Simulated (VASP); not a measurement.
# NaCl (P4/mmm) in VASP: single point with r2SCAN

Aim: the single point of NaCl with r2SCAN.

All numbers are computed with VASP 6.6.1; they aren't measurements. Logs are shortened: lines on timing, memory, paths and dates and some standing lists are left out, and cuts for length are marked.

### 1 The cell of the first run

The structure is tetragonal, space group P4/mmm (No. 123). Conventional cell: a = 3.664 Å, b = 3.664 Å, c = 3.460 Å, α = 90.00°, β = 90.00°, γ = 90.00°. Na (site symmetry 4/mmm) has 8 Cl at 3.12 Å and 6 Na at 3.46 to 3.66 Å within 4.1 Å. Cl (site symmetry 4/mmm) has 8 Na at 3.12 Å and 6 Cl at 3.46 to 3.66 Å within 4.1 Å.

### 2 Single point, r2SCAN (biaxial xy strain +5.9%)

POSCAR

```
NaCl
1.0
    3.6640050255      0.0000000000      0.0000000000
    0.0000000000      3.6640050255      0.0000000000
    0.0000000000      0.0000000000      3.4595458649
Na Cl
1 1
Direct
    0.0000000000      0.0000000000      0.0000000000
    0.5000000000      0.5000000000      0.5000000000
```

INCAR.step1

```
ALGO = Normal ; EDIFF = 1E-5
ENCUT = 1250 ; GGA = PE
GGA_COMPAT = False ; ISMEAR = 0
LASPH = True ; LCHARG = False
LREAL = False ; LWAVE = True
NBANDS = 15 ; NELM = 120
PREC = Accurate ; SIGMA = 0.01
```

INCAR.step2

```
ALGO = Normal ; EDIFF = 1E-6
ENCUT = 1250 ; GGA_COMPAT = False
ISIF = 2 ; ISMEAR = 0
ISTART = 1 ; LASPH = True
LCHARG = True ; LELF = True
LMIXTAU = True ; LREAL = False
LVHAR = True ; LWAVE = False
METAGGA = R2SCAN ; NBANDS = 15
NELM = 120 ; PREC = Accurate
SIGMA = 0.01
```

KPOINTS

```
k-points
0
Gamma
  8 8 8
```

Potentials or basis: VASP PAW PBE potentials, release 64 (Na_sv, Cl).

On the command line:

```console
$ cat potpaw_PBE.64/Na_sv/POTCAR potpaw_PBE.64/Cl/POTCAR > POTCAR
$ cp INCAR.step1 INCAR
$ mpirun -np 1 vasp_std > vasp.out
$ cp INCAR.step2 INCAR
$ mpirun -np 1 vasp_std > vasp.out
```

OUTCAR:

```text
EDIFF = 1E-6
   ENCUT = 1250
   ISIF = 2
   ISMEAR = 0
   ISTART = 1
   LASPH = True
   LREAL = False
   METAGGA = R2SCAN
   NELM = 120
   PREC = Accurate

 ion  position               nearest neighbor table
   1  0.000  0.000  0.000-
   2  0.500  0.500  0.500-

  LATTYP: Found a simple tetragonal cell.
 ALAT       =     3.6640050255
 C/A-ratio  =     0.9441979039

  Lattice vectors:

 A1 = (   3.6640050255,   0.0000000000,   0.0000000000)
 A2 = (   0.0000000000,   3.6640050255,   0.0000000000)
 A3 = (   0.0000000000,   0.0000000000,   3.4595458649)

Analysis of symmetry for initial positions (statically):
=====================================================================
 Subroutine PRICEL returns:
 Original cell was already a primitive cell.

 Routine SETGRP: Setting up the symmetry group for a
 simple tetragonal supercell.

 Subroutine GETGRP returns: Found 16 space group operations
 (whereof 16 operations were pure point group operations)
 out of a pool of 16 trial point group operations.

The static configuration has the point symmetry D_4h.

Analysis of symmetry for dynamics (positions and initial velocities):
=====================================================================
 Subroutine PRICEL returns:
 Original cell was already a primitive cell.

 Routine SETGRP: Setting up the symmetry group for a
 simple tetragonal supercell.

 Subroutine GETGRP returns: Found 16 space group operations
 (whereof 16 operations were pure point group operations)
 out of a pool of 16 trial point group operations.

The dynamic configuration has the point symmetry D_4h.

 Subroutine INISYM returns: Found 16 space group operations
 (whereof 16 operations are pure point group operations),
 and found     1 'primitive' translations

----------------------------------------------------------------------------------------

                                     Primitive cell

  volume of cell :      46.4442

  direct lattice vectors                    reciprocal lattice vectors
     3.664005025  0.000000000  0.000000000     0.272925390  0.000000000  0.000000000
     0.000000000  3.664005025  0.000000000     0.000000000  0.272925390  0.000000000
     0.000000000  0.000000000  3.459545865     0.000000000  0.000000000  0.289055280

  length of vectors
     3.664005025  3.664005025  3.459545865     0.272925390  0.272925390  0.289055280

  position of ions in fractional coordinates (direct lattice)
     0.000000000  0.000000000  0.000000000
     0.500000000  0.500000000  0.500000000

  ion indices of the primitive-cell ions
   primitive index   ion index
                 1           1
                 2           2

----------------------------------------------------------------------------------------

 KPOINTS: k-points

Automatic generation of k-mesh.
 Grid dimensions read from file:
 generate k-points for:    8    8    8

 Generating k-lattice:

  Cartesian coordinates                     Fractional coordinates (reciprocal lattice)
     0.034115674  0.000000000  0.000000000     0.125000000  0.000000000  0.000000000
     0.000000000  0.034115674  0.000000000     0.000000000  0.125000000  0.000000000
     0.000000000  0.000000000  0.036131910     0.000000000  0.000000000  0.125000000

  Length of vectors
     0.034115674  0.034115674  0.036131910

  Shift w.r.t. Gamma in fractional coordinates (k-lattice)
     0.000000000  0.000000000  0.000000000

 Subroutine IBZKPT returns following result:
 ===========================================

 Found     75 irreducible k-points:

 Following reciprocal coordinates:
            Coordinates               Weight
  0.000000  0.000000  0.000000      1.000000
  0.125000  0.000000  0.000000      4.000000
  0.250000  0.000000  0.000000      4.000000
  0.375000  0.000000  0.000000      4.000000
  0.500000  0.000000  0.000000      2.000000
  0.125000  0.125000  0.000000      4.000000
[... 16 lines left out ...]
  0.375000  0.125000  0.125000     16.000000
  0.500000  0.125000  0.125000      8.000000
 [... further k-points ...]
   k-points           NKPTS =     75   k-points in BZ     NKDIM =     75   number of bands    NBANDS=     15
   number of dos      NEDOS =    301   number of ions     NIONS =      2
   total plane-waves  NPLWV =  70560
   dimension x,y,z NGX =    42 NGY =   42 NGZ =   40
   dimension x,y,z NGXF=    84 NGYF=   84 NGZF=   80
   ions per type =               1   1
   NGX,Y,Z   is equivalent  to a cutoff of  19.06, 19.06, 19.22 a.u.
   NGXF,Y,Z  is equivalent  to a cutoff of  38.11, 38.11, 38.44 a.u.
 SYSTEM =  unknown system
   PREC   = accura    normal or accurate (medium, high low for compatibility)
   ISTART =      1    job   : 0-new  1-cont  2-samecut
   ICHARG =      0    charge: 1-file 2-atom 10-const
   ISPIN  =      1    spin polarized calculation?
   LNONCOLLINEAR =      F non collinear calculations
   LSORBIT =      F    spin-orbit coupling
   LASPH  =      T    aspherical Exc in radial PAW
   ENCUT  = 1250.0 eV  91.87 Ry    9.59 a.u.  10.56 10.56  9.97*2*pi/ulx,y,z
   NELM   =    120;   NELMIN=  2; NELMDL=  0     # of ELM steps
   EDIFF  = 0.1E-05   stopping-criterion for ELM
   LREAL  =      F    real-space projection
[... 7 lines left out ...]
   TEBEG  =    0.0;   TEEND  =   0.0 temperature during run
   PSTRESS=    0.0 pullay stress
   NELECT =      16.0000    total number of electrons
   NUPDOWN=      -1.0000    fix difference up-down
   EMIN   =  10.00;   EMAX   =-10.00  energy-range for DOS
   EFERMI =   0.00;   METHOD = LEGACY
   ISMEAR =     0;   SIGMA  =   0.01  broadening in eV -4-tet -1-fermi 0-gaus
   EFERMI_NEDOS =   21; number of points for ismear=-14 and -15
   IALGO  =     38    algorithm
   IMIX   =      4    mixing-type and parameters
     AMIX     =   0.40;   BMIX     =  1.00
     AMIX_MAG =   1.60;   BMIX_MAG =  1.00
  volume/ion in A,a.u.               =      23.22       156.71
  Fermi-wavevector in a.u.,A,eV,Ry     =   1.147637  2.168719 17.919825  1.317070
  Thomas-Fermi vector in A             =   2.284316
   LORBIT       =      0    0 simple, 1 ext, 2 COOP (PROOUT), +10 PAW based schemes
   METAGGA = R2SCAN    functional components
   LHFCALC =     F    Hartree Fock is set to
   AEXX    =    0.0000 exact exchange contribution
   IVDW    =     0    specifies the selected vdW correction
   LEPSILON=     F    determine dielectric tensor
   LRPA    =     F    only Hartree local field effects (RPA)
 non-spin polarized calculation
 Gauss-broadening in eV      SIGMA  =   0.01
  energy-cutoff  :     1250.00
  volume of cell :       46.44
 maximum number of plane-waves:      4688
   NGX = 21   NGY = 21   NGZ = 19

 number of electron      16.0000000 magnetization

 Free energy of the ion-electron system (eV)
  ---------------------------------------------------
  ext. energy  EPLUGINS =         0.00000000
  ---------------------------------------------------
  free energy    TOTEN  =       -13.38468794 eV

  energy without entropy =      -13.38468794  energy(sigma->0) =      -13.38468794

 E-fermi :   0.0284     XC(G=0):  -8.3949

 val. band max:       -0.0154033998   @ k =   0.5000   0.5000   0.0000
 cond. band min:       4.2250304028   @ k =   0.0000   0.0000   0.0000
 fundamental gap:      4.2404338026
 Fermi energy:         0.0284229912

 k-point     1 :       0.0000    0.0000    0.0000
  band No.  band energies     occupation
      1     -52.7685      2.00000
      2     -23.1745      2.00000
      3     -23.1631      2.00000
      4     -23.1631      2.00000
      5     -13.9589      2.00000
      6      -0.8414      2.00000
      7      -0.8414      2.00000
      8      -0.3763      2.00000
      9       4.2250      0.00000
     10       8.7835      0.00000
     11       9.3831      0.00000
     12      15.5584      0.00000
     13      15.5584      0.00000
     14      15.6714      0.00000
     15      16.5690      0.00000

 k-point     2 :       0.1250    0.0000    0.0000
  band No.  band energies     occupation
      1     -52.7684      2.00000
      2     -23.1742      2.00000
      3     -23.1665      2.00000
      4     -23.1628      2.00000
      5     -13.9227      2.00000
      6      -1.2347      2.00000
      7      -0.8139      2.00000
      8      -0.3517      2.00000
      9       4.6436      0.00000
     10       9.0267      0.00000
     11       9.5382      0.00000
     12      14.1321      0.00000
     13      15.1837      0.00000
     14      15.1849      0.00000
     15      16.6523      0.00000

 k-point     3 :       0.2500    0.0000    0.0000
  band No.  band energies     occupation
      1     -52.7682      2.00000
      2     -23.1747      2.00000
      3     -23.1735      2.00000
      4     -23.1620      2.00000
      5     -13.8329      2.00000
      6      -2.0102      2.00000
      7      -0.7458      2.00000
      8      -0.2911      2.00000
      9       5.5459      0.00000
     10       9.4121      0.00000
     11       9.9248      0.00000
     12      12.8686      0.00000
     13      13.9760      0.00000
     14      14.9526      0.00000
     15      16.0063      0.00000
[... 343 lines left out ...]
 k-point    23 :       0.3750    0.1250    0.1250
  band No.  band energies     occupation
      1     -52.7676      2.00000
      2     -23.1814      2.00000
      3     -23.1778      2.00000
      4     -23.1638      2.00000
      5     -13.6661      2.00000
      6      -2.4978      2.00000
      7      -0.9443      2.00000
      8      -0.5938      2.00000
      9       7.0700      0.00000
     10       8.9569      0.00000
     11      10.3531      0.00000
     12      11.8795      0.00000
     13      12.8776      0.00000
     14      14.6547      0.00000
     15      16.1512      0.00000

 k-point    24 :       0.5000    0.1250    0.1250
  band No.  band energies     occupation
      1     -52.7675      2.00000
      2     -23.1846      2.00000
      3     -23.1776      2.00000
      4     -23.1634      2.00000
      5     -13.6287      2.00000
      6      -2.7252      2.00000
      7      -0.9033      2.00000
      8      -0.5578      2.00000
      9       7.9838      0.00000
     10       8.0119      0.00000
     11      10.4204      0.00000
     12      11.7443      0.00000
     13      12.9549      0.00000
     14      14.7230      0.00000
     15      15.8630      0.00000

 [... further k-points ...]

------------------------ aborting loop because EDIFF is reached ----------------------------------------

  FORCE on cell =-STRESS in cart. coord.  units (eV):
  Direction    XX          YY          ZZ          XY          YZ          ZX
  --------------------------------------------------------------------------------------
  -------------------------------------------------------------------------------------
  Total       -1.1387982     -1.1387982      0.0504375      0.0000000      0.0000000      0.0000000
  in kB      -39.2849443    -39.2849443      1.7399352      0.0000000      0.0000000      0.0000000
  external PRESSURE =     -25.6099844 kB  Pullay stress =       0.0000000 kB

 VOLUME and BASIS-vectors are now :
 -----------------------------------------------------------------------------
  energy-cutoff  :     1250.00
  volume of cell :       46.44
      direct lattice vectors                 reciprocal lattice vectors
     3.664005025  0.000000000  0.000000000     0.272925390  0.000000000  0.000000000
     0.000000000  3.664005025  0.000000000     0.000000000  0.272925390  0.000000000
     0.000000000  0.000000000  3.459545865     0.000000000  0.000000000  0.289055280

 POSITION                                       TOTAL-FORCE (eV/Angst)
 -----------------------------------------------------------------------------------
      0.00000      0.00000      0.00000         0.000000      0.000000      0.000000
      1.83200      1.83200      1.72977         0.000000      0.000000      0.000000
 -----------------------------------------------------------------------------------
    total drift:                                0.000000     -0.000000     -0.000000

  FREE ENERGIE OF THE ION-ELECTRON SYSTEM (eV)
  ---------------------------------------------------
  free  energy   TOTEN  =       -13.3846879446 eV

  energy  without entropy=      -13.3846879446  energy(sigma->0) =      -13.38468794
```

Wall time 5 min (1 thread of Intel Xeon Platinum 8559C (Emerald Rapids), shared host); peak memory 0.38 GiB.

What came out:

```
Free energy            : -13.3847 eV
Pressure               : -2.6 GPa
Band gap on the k mesh : 4.24 eV (least direct gap 4.60 eV)
```

Stress tensor (GPa, compression positive):
```
-3.93  0.00  0.00
 0.00 -3.93  0.00
 0.00  0.00  0.17
```

Caveat: the cell differs from its parent crystal (biaxial xy strain +5.9%); the structure was generated, so it needn't be the stable form of NaCl; the PAW data sets were made with another functional, which shifts forces and pressure a little. A k mesh can miss the band edges.
